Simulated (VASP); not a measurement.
The system is InAs.

```
In As
1.0
     0.00000    2.87730    2.87730
     2.87730    0.00000    2.87730
     2.87730    2.87730    0.00000
In As
1 1
Direct
  0.50000 0.50000 0.50000
  0.00000 0.00000 0.00000
```

| Quantity | Value |
| --- | --- |
| Program | VASP 6.6.1 |
| Task | relaxation of cell and atoms |
| Functional | RPBE |
| Potentials or basis | VASP PAW PBE potentials, release 64 (In_d, As) |
| Cutoff | 600 eV |
| k mesh | 8 × 8 × 8 |
| Occupations | fermi-dirac, width 0.05 eV |
| Spin | no spin polarisation |

At the start: pressure 1.8 GPa; volume 23.82 Å³/atom.

**Question.** Where does the relaxation end?

**Answer.** Over 3 steps the energy falls by 3.9 meV/atom and the volume is 24.54 Å³/atom (+3.0 %); space group Fm-3m (No. 225, to 0.05 Å).

Step by step:
| step | energy change (eV) | largest force (eV/Å) | pressure (GPa) | volume (Å³) |
| --- | --- | --- | --- | --- |
| 1 | 0.0000 | 0.0000 | 1.78 | 47.64 |
| 2 | -0.0071 | 0.0000 | -0.45 | 49.49 |
| 3 | -0.0077 | 0.0000 | 0.01 | 49.08 |

Final structure:
```
CELL_PARAMETERS angstrom
0.00000 2.90589 2.90589
2.90589 0.00000 2.90589
2.90589 2.90589 0.00000
ATOMIC_POSITIONS crystal
In 0.50000 0.50000 0.50000
As 0.00000 0.00000 0.00000
```

Caveat: the PAW data sets were made with another functional, which shifts forces and pressure a little.
